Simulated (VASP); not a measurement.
# C (Fd-3m) in VASP: further runs

The runs below take C through G0W0 quasiparticle levels, with PBE.

Everything below comes from runs of VASP 6.6.1. Logs are shortened: lines on timing, memory, paths and dates and some standing lists are left out, and cuts for length are marked.

## 1. The cell of the first run

The structure is cubic, space group Fd-3m (No. 227). Conventional cell: a = 3.567 Å, b = 3.567 Å, c = 3.567 Å, α = 90.00°, β = 90.00°, γ = 90.00°. Within 2.1 Å of C (site symmetry -43m) lie 4 C at 1.54 Å.

## 2. G0W0 quasiparticle levels, PBE

The input, POSCAR:

```
C
1.0
    0.0000000000      1.7835000000      1.7835000000
    1.7835000000      0.0000000000      1.7835000000
    1.7835000000      1.7835000000      0.0000000000
C
2
Direct
    0.0000000000      0.0000000000      0.0000000000
    0.2500000000      0.2500000000      0.2500000000
```

The input, INCAR.step1:

```
SYSTEM = C
ALGO = Normal
EDIFF = 1E-8
ENCUT = 500
GGA = PE
ISMEAR = 0
LASPH = .True.
LCHARG = .False.
LREAL = .False.
LWAVE = .True.
NELM = 100
PREC = Accurate
SIGMA = 0.01
```

The input, INCAR.step2:

```
SYSTEM = C
ALGO = Exact
EDIFF = 1E-8
ENCUT = 500
GGA = PE
ISMEAR = 0
ISTART = 1
LASPH = .True.
LCHARG = .False.
LOPTICS = .True.
LREAL = .False.
LWAVE = .True.
NBANDS = 222
NELM = 1
PREC = Accurate
SIGMA = 0.01
```

The input, INCAR.step3:

```
SYSTEM = C
ALGO = EVGW0
EDIFF = 1E-8
ENCUT = 500
ENCUTGW = 200
GGA = PE
ISMEAR = 0
ISTART = 1
LASPH = .True.
LCHARG = .False.
LREAL = .False.
LWAVE = .False.
NBANDS = 222
NBANDSGW = 12
NELMGW = 1
NOMEGA = 48
PREC = Accurate
PRECFOCK = Fast
SIGMA = 0.01
```

The input, KPOINTS:

```
k-points
0
Gamma
  2 2 2
  0 0 0
```

Potentials or basis: VASP PAW PBE potentials, release 64 (C_GW).

Command:

```
$ cat potpaw_PBE.64/C_GW/POTCAR > POTCAR
$ cp INCAR.step1 INCAR
$ mpirun -np 1 vasp_std > vasp.out
$ cp INCAR.step2 INCAR
$ mpirun -np 1 vasp_std > vasp.out
$ cp INCAR.step3 INCAR
$ mpirun -np 1 vasp_std > vasp.out
```

OUTCAR:

```text
SYSTEM = C
   EDIFF = 1E-8
   ENCUT = 500
   ENCUTGW = 200
   GGA = PE
   ISMEAR = 0
   ISTART = 1
   LASPH = .True.
   LREAL = .False.
   NELMGW = 1
   PREC = Accurate
   PRECFOCK = Fast

 ion  position               nearest neighbor table
   1  0.000  0.000  0.000-   2 1.54   2 1.54   2 1.54   2 1.54
   2  0.250  0.250  0.250-   1 1.54   1 1.54   1 1.54   1 1.54

  LATTYP: Found a face centered cubic cell.
 ALAT       =     3.5670000000

  Lattice vectors:

 A1 = (   0.0000000000,   1.7835000000,   1.7835000000)
 A2 = (   1.7835000000,   0.0000000000,   1.7835000000)
 A3 = (   1.7835000000,   1.7835000000,   0.0000000000)

Analysis of symmetry for initial positions (statically):
=====================================================================
 Subroutine PRICEL returns:
 Original cell was already a primitive cell.

 Routine SETGRP: Setting up the symmetry group for a
 face centered cubic supercell.

 Subroutine GETGRP returns: Found 48 space group operations
 (whereof 24 operations were pure point group operations)
 out of a pool of 48 trial point group operations.

The static configuration has the point symmetry T_d .
 The point group associated with its full space group is O_h .

Analysis of symmetry for dynamics (positions and initial velocities):
=====================================================================
 Subroutine PRICEL returns:
 Original cell was already a primitive cell.

 Routine SETGRP: Setting up the symmetry group for a
 face centered cubic supercell.

 Subroutine GETGRP returns: Found 48 space group operations
 (whereof 24 operations were pure point group operations)
 out of a pool of 48 trial point group operations.

The dynamic configuration has the point symmetry T_d .
 The point group associated with its full space group is O_h .

 Subroutine INISYM returns: Found 48 space group operations
 (whereof 24 operations are pure point group operations),
 and found     1 'primitive' translations

----------------------------------------------------------------------------------------

                                     Primitive cell

  volume of cell :      11.3462

  direct lattice vectors                    reciprocal lattice vectors
     0.000000000  1.783500000  1.783500000    -0.280347631  0.280347631  0.280347631
     1.783500000  0.000000000  1.783500000     0.280347631 -0.280347631  0.280347631
     1.783500000  1.783500000  0.000000000     0.280347631  0.280347631 -0.280347631

  length of vectors
     2.522249888  2.522249888  2.522249888     0.485576341  0.485576341  0.485576341

  position of ions in fractional coordinates (direct lattice)
     0.000000000  0.000000000  0.000000000
     0.250000000  0.250000000  0.250000000

  ion indices of the primitive-cell ions
   primitive index   ion index
                 1           1
                 2           2

----------------------------------------------------------------------------------------

 KPOINTS: k-points

Automatic generation of k-mesh.
 Grid dimensions read from file:
 generate k-points for:    2    2    2

 Generating k-lattice:

  Cartesian coordinates                     Fractional coordinates (reciprocal lattice)
    -0.140173816  0.140173816  0.140173816     0.500000000  0.000000000  0.000000000
     0.140173816 -0.140173816  0.140173816     0.000000000  0.500000000  0.000000000
     0.140173816  0.140173816 -0.140173816     0.000000000  0.000000000  0.500000000

  Length of vectors
     0.242788170  0.242788170  0.242788170

  Shift w.r.t. Gamma in fractional coordinates (k-lattice)
     0.000000000  0.000000000  0.000000000

 Subroutine IBZKPT returns following result:
 ===========================================

 Found      3 irreducible k-points:

 Following reciprocal coordinates:
            Coordinates               Weight
  0.000000  0.000000  0.000000      1.000000
  0.500000  0.000000  0.000000      4.000000
  0.500000  0.500000  0.000000      3.000000
   k-points           NKPTS =      3   k-points in BZ     NKDIM =      8   number of bands    NBANDS=    222
   number of dos      NEDOS =    301   number of ions     NIONS =      2
   total plane-waves  NPLWV =   5832
   dimension x,y,z NGX =    18 NGY =   18 NGZ =   18
   dimension x,y,z NGXF=    36 NGYF=   36 NGZF=   36
   ions per type =               2
   NGX,Y,Z   is equivalent  to a cutoff of  11.86, 11.86, 11.86 a.u.
   NGXF,Y,Z  is equivalent  to a cutoff of  23.73, 23.73, 23.73 a.u.
 SYSTEM =  C
   PREC   = accura    normal or accurate (medium, high low for compatibility)
   ISTART =      1    job   : 0-new  1-cont  2-samecut
   ICHARG =      0    charge: 1-file 2-atom 10-const
   ISPIN  =      1    spin polarized calculation?
   LNONCOLLINEAR =      F non collinear calculations
   LSORBIT =      F    spin-orbit coupling
   LASPH  =      T    aspherical Exc in radial PAW
   ENCUT  =  500.0 eV  36.75 Ry    6.06 a.u.   4.60  4.60  4.60*2*pi/ulx,y,z
   NELM   =     60;   NELMIN=  2; NELMDL=  0     # of ELM steps
   EDIFF  = 0.1E-07   stopping-criterion for ELM
   LREAL  =      F    real-space projection
   EDIFFG = 0.1E-06   stopping-criterion for IOM
   NSW    =      0    number of steps for IOM
   IBRION =     -1    ionic relax: 0-MD 1-quasi-New 2-CG
   NFREE  =      0    steps in history (QN), initial steepest desc. (CG)
   ISIF   =      0    stress and relaxation
   ISYM   =      3    0-nonsym 1-usesym 2-fastsym
   POTIM  = 0.5000    time-step for ionic-motion
   TEBEG  =    0.0;   TEEND  =   0.0 temperature during run
   PSTRESS=    0.0 pullay stress
   NELECT =       8.0000    total number of electrons
   NUPDOWN=      -1.0000    fix difference up-down
   EMIN   =  10.00;   EMAX   =-10.00  energy-range for DOS
   EFERMI =   0.00;   METHOD = LEGACY
   ISMEAR =     0;   SIGMA  =   0.01  broadening in eV -4-tet -1-fermi 0-gaus
   EFERMI_NEDOS =   21; number of points for ismear=-14 and -15
   IALGO  =     38    algorithm
   IMIX   =      4    mixing-type and parameters
     AMIX     =   0.40;   BMIX     =  1.00
     AMIX_MAG =   1.60;   BMIX_MAG =  1.00
  volume/ion in A,a.u.               =       5.67        38.28
  Fermi-wavevector in a.u.,A,eV,Ry     =   1.457097  2.753514 28.886949  2.123131
  Thomas-Fermi vector in A             =   2.573938
   LORBIT       =      0    0 simple, 1 ext, 2 COOP (PROOUT), +10 PAW based schemes
   GGA     = PE    functional components
   LHFCALC =     T    Hartree Fock is set to
   PRECFOCK=fast      Normal, Fast or Accurate (Low or Medium for compatibility)
   ENCUT4O =  -1.0   cutoff for four orbital integrals eV
   NKREDX  =     1    reduce k-point grid by
   NKREDY  =     1    reduce k-point grid by
   NKREDZ  =     1    reduce k-point grid by
   AEXX    =    1.0000 exact exchange contribution
   HFSCREEN=    0.0000 screening length (either q_TF or 0.3 A-1)
   HFSCREENC=   0.0000 screening length for correlation (either q_TF or 0.3 A-1)
   ENCUTFOCK=  -1.0 apply spherical cutoff to Coloumb kernel
   IVDW    =     0    specifies the selected vdW correction
   LEPSILON=     F    determine dielectric tensor
   LRPA    =     F    only Hartree local field effects (RPA)
   LRPAFORCE           =     F    calculate RPA forces
   ENCUTGW             = 200.0    cutoff for response function in eV
   ENCUTGWSOFT         = 160.0    soft cutoff for Coulomb kernel in GW response function in eV
   ENCUTLF             =  -1.0    cutoff for local field effects
   NELMGW              =     1    number of iterations in solving QP/BSE equation
   NELMHF              =     1    number of iterations in the inner HF iteration
   NKREDLFX            =     1    NKREDLFY  =   1   NKREDLFZ  =   1
 non-spin polarized calculation
 Gauss-broadening in eV      SIGMA  =   0.01
  energy-cutoff  :      500.00
  volume of cell :       11.35
 maximum number of plane-waves:       302
  NGX = 12; NGY = 12; NGZ = 12
   NGX =  9   NGY =  9   NGZ =  9
 maximum number of plane-waves:        76

 QP shifts <psi_nk| G(iteration)W_0 |psi_nk>: iteration 1
 for sc-GW calculations column KS-energies equals QP-energies in previous step
 and V_xc(KS)=  KS-energies - (<T + V_ion + V_H > + <T+V_H+V_ion>^1  + <V_x>^1)

 k-point   1 :       0.0000    0.0000    0.0000
  band No.  KS-energies  QP-energies   sigma(KS)   V_xc(KS)     V^pw_x(r,r')   Z            occupation Imag(sigma)

      1     -11.4776     -13.3619     -17.1778     -14.6954     -25.1098       0.7590       2.0000       1.6097
      2      10.1498       9.3224     -17.8780     -16.8717     -21.2529       0.8223       2.0000       0.1404
      3      10.1498       9.3224     -17.8780     -16.8717     -21.2529       0.8223       2.0000       0.1404
      4      10.1498       9.3224     -17.8780     -16.8717     -21.2529       0.8223       2.0000       0.1404
      5      15.6456      16.3465     -14.6039     -15.4727      -8.0420       0.8067       0.0000      -0.1969
      6      15.6456      16.3465     -14.6039     -15.4727      -8.0420       0.8067       0.0000      -0.1969
      7      15.6456      16.3465     -14.6039     -15.4727      -8.0420       0.8067       0.0000      -0.1969
      8      23.4634      23.8629     -15.7999     -16.3300      -7.0290       0.7536       0.0000      -0.5033
      9      29.2469      28.9176     -11.9968     -11.5901      -4.0328       0.8099       0.0000      -0.5586
     10      36.4085      36.8378     -13.2680     -13.8003      -5.5976       0.8065       0.0000      -0.4617
     11      36.4085      36.8378     -13.2680     -13.8003      -5.5976       0.8065       0.0000      -0.4617
     12      37.3600      37.2375     -11.3790     -11.2309      -2.9701       0.8270       0.0000      -1.0242

 k-point   2 :       0.5000    0.0000    0.0000
  band No.  KS-energies  QP-energies   sigma(KS)   V_xc(KS)     V^pw_x(r,r')   Z            occupation Imag(sigma)

      1      -5.6559      -7.6759     -17.8502     -15.6342     -24.3765       0.9116       2.0000       1.1417
      2      -3.3771      -4.6777     -16.0975     -14.4858     -21.6326       0.8070       2.0000       0.5816
      3       7.3167       6.4473     -17.5419     -16.4629     -21.2830       0.8058       2.0000       0.1679
      4       7.3167       6.4473     -17.5419     -16.4629     -21.2830       0.8058       2.0000       0.1679
      5      18.4938      19.1441     -14.2376     -15.0500      -7.3313       0.8006       0.0000      -0.2300
      6      18.4938      19.1441     -14.2376     -15.0500      -7.3313       0.8006       0.0000      -0.2300
      7      18.9220      19.2255     -15.2138     -15.5954      -7.9394       0.7952       0.0000      -0.2473
      8      25.7323      26.1432     -13.1015     -13.6254      -4.9678       0.7843       0.0000      -0.4615
      9      31.9646      32.3407     -13.2640     -13.7286      -4.8036       0.8096       0.0000      -0.6957
     10      34.2347      34.6943     -13.4852     -14.0780      -4.5478       0.7754       0.0000      -0.8431
     11      35.9007      36.4254     -13.0144     -13.6624      -4.6318       0.8099       0.0000      -0.7996
     12      35.9007      36.4254     -13.0144     -13.6624      -4.6318       0.8099       0.0000      -0.7996

 k-point   3 :       0.5000    0.5000    0.0000
  band No.  KS-energies  QP-energies   sigma(KS)   V_xc(KS)     V^pw_x(r,r')   Z            occupation Imag(sigma)

      1      -2.7201      -4.2225     -17.3842     -15.5207     -23.1138       0.8063       2.0000       0.6763
      2      -2.7201      -4.2225     -17.3842     -15.5207     -23.1138       0.8063       2.0000       0.6763
      3       3.7678       2.7942     -16.9860     -15.7593     -21.2582       0.7936       2.0000       0.2108
      4       3.7678       2.7942     -16.9860     -15.7593     -21.2582       0.7936       2.0000       0.2108
      5      14.7103      14.7338     -13.3078     -13.3365      -6.8475       0.8175       0.0000      -0.1817
      6      14.7103      14.7338     -13.3078     -13.3365      -6.8475       0.8175       0.0000      -0.1817
      7      27.0104      28.2921     -15.5246     -17.0435      -6.8219       0.8438       0.0000      -0.7256
      8      27.0104      28.2921     -15.5246     -17.0435      -6.8219       0.8438       0.0000      -0.7256
      9      33.3666      34.0953     -14.2627     -15.1800      -5.2072       0.7944       0.0000      -0.7999
     10      33.3666      34.0953     -14.2627     -15.1800      -5.2072       0.7944       0.0000      -0.7999
     11      42.3069      42.7520     -12.5479     -13.0865      -4.5151       0.8263       0.0000      -0.8052
     12      42.3069      42.7520     -12.5479     -13.0865      -4.5151       0.8263       0.0000      -0.8052
```

Run time: 6 s. Hardware: 1 thread of Intel Xeon 6975P-C (Granite Rapids), shared host; peak memory 0.12 GiB.

What came out:

| Property | Result |
| --- | --- |
| Band gap on the k mesh, mean-field level | 4.56 eV, indirect (least direct gap 5.50 eV) |
| Quasiparticle gap | 5.41 eV |
| Least direct quasiparticle gap | 7.02 eV |

Caveat: the k points lie up to 1.53 Å⁻¹ apart; bands, screening cutoff and mesh are small and nothing is extrapolated, so the quasiparticle values aren't converged.

## 3. G0W0 quasiparticle levels, PBE

POSCAR is that of step 2.

The input, INCAR.step1:

```
PREC = Accurate
ENCUT = 500
EDIFF = 1E-8
ISMEAR = 0
SIGMA = 0.01
LREAL = F
LASPH = T
NELM = 60
ALGO = Normal
LWAVE = T
LCHARG = F
GGA = PE
```

The input, INCAR.step2:

```
PREC = Accurate
ENCUT = 500
EDIFF = 1E-8
ISMEAR = 0
SIGMA = 0.01
LREAL = F
LASPH = T
NELM = 1
ALGO = Exact
LWAVE = T
LCHARG = F
GGA = PE
NBANDS = 57
LOPTICS = T
ISTART = 1
```

The input, INCAR.step3:

```
PREC = Accurate
ENCUT = 500
EDIFF = 1E-8
ISMEAR = 0
SIGMA = 0.01
LREAL = F
LASPH = T
ALGO = EVGW0
LWAVE = F
LCHARG = F
GGA = PE
NELMGW = 1
NBANDS = 57
ENCUTGW = 113.3
NOMEGA = 48
PRECFOCK = Fast
ISTART = 1
NBANDSGW = 12
```

The input, KPOINTS:

```
Automatic mesh
0
Gamma
  2 2 2
```

Potentials or basis: VASP PAW PBE potentials, release 64 (C_GW).

Command:

```
$ cat potpaw_PBE.64/C_GW/POTCAR > POTCAR
$ cp INCAR.step1 INCAR
$ mpirun -np 1 vasp_std > vasp.out
$ cp INCAR.step2 INCAR
$ mpirun -np 1 vasp_std > vasp.out
$ cp INCAR.step3 INCAR
$ mpirun -np 1 vasp_std > vasp.out
```

OUTCAR:

```text
PREC = Accurate
   ENCUT = 500
   EDIFF = 1E-8
   ISMEAR = 0
   LREAL = F
   LASPH = T
   GGA = PE
   NELMGW = 1
   ENCUTGW = 113.3
   PRECFOCK = Fast
   ISTART = 1

 ion  position               nearest neighbor table
   1  0.000  0.000  0.000-   2 1.54   2 1.54   2 1.54   2 1.54
   2  0.250  0.250  0.250-   1 1.54   1 1.54   1 1.54   1 1.54
[... 180 lines left out ...]
      2      10.1498       9.7635     -17.3435     -16.8717     -21.2529       0.8189       2.0000       0.1546
      3      10.1498       9.7635     -17.3435     -16.8717     -21.2529       0.8189       2.0000       0.1546
      4      10.1498       9.7635     -17.3435     -16.8717     -21.2529       0.8189       2.0000       0.1546
      5      15.6456      16.5982     -14.2943     -15.4727      -8.0420       0.8084       0.0000      -0.1993
      6      15.6456      16.5982     -14.2943     -15.4727      -8.0420       0.8084       0.0000      -0.1993
      7      15.6456      16.5982     -14.2943     -15.4727      -8.0420       0.8084       0.0000      -0.1993
      8      23.4634      24.3004     -15.2269     -16.3300      -7.0290       0.7588       0.0000      -0.4932
      9      29.2469      29.0904     -11.7880     -11.5901      -4.0328       0.7914       0.0000      -0.5863
     10      36.4085      37.1205     -12.9198     -13.8003      -5.5976       0.8087       0.0000      -0.4531
     11      36.4085      37.1205     -12.9198     -13.8003      -5.5976       0.8087       0.0000      -0.4531
     12      37.3600      37.3771     -11.2100     -11.2309      -2.9701       0.8182       0.0000      -1.0797
[... 20 lines left out ...]
      1      -2.7201      -3.8834     -16.9567     -15.5207     -23.1138       0.8102       2.0000       0.6969
      2      -2.7201      -3.8834     -16.9567     -15.5207     -23.1138       0.8102       2.0000       0.6969
      3       3.7678       3.1291     -16.5575     -15.7593     -21.2582       0.8001       2.0000       0.2265
      4       3.7678       3.1291     -16.5575     -15.7593     -21.2582       0.8001       2.0000       0.2265
      5      14.7103      14.9286     -13.0699     -13.3365      -6.8475       0.8186       0.0000      -0.1866
      6      14.7103      14.9286     -13.0699     -13.3365      -6.8475       0.8186       0.0000      -0.1866
      7      27.0104      28.6719     -15.0645     -17.0435      -6.8219       0.8395       0.0000      -0.6864
      8      27.0104      28.6719     -15.0645     -17.0435      -6.8219       0.8395       0.0000      -0.6864
      9      33.3666      34.4377     -13.8372     -15.1800      -5.2072       0.7977       0.0000      -0.7839
     10      33.3666      34.4377     -13.8372     -15.1800      -5.2072       0.7977       0.0000      -0.7839
     11      42.3069      42.9980     -12.2558     -13.0865      -4.5151       0.8320       0.0000      -0.8235
     12      42.3069      42.9980     -12.2558     -13.0865      -4.5151       0.8320       0.0000      -0.8235
```

It took 6.6 s on 1 thread of Intel Xeon 8259CL, shared host; peak memory 0.12 GiB.

What came out:

```
Band gap on the k mesh, mean-field level : 4.56 eV, indirect (least direct gap 5.50 eV)
Quasiparticle gap                        : 5.17 eV
Least direct quasiparticle gap           : 6.83 eV
```

Caveat: the k points lie up to 1.53 Å⁻¹ apart; bands, screening cutoff and mesh are small and nothing is extrapolated, so the quasiparticle values aren't converged. A k mesh can miss the band edges.

[end of part 1 of 3]
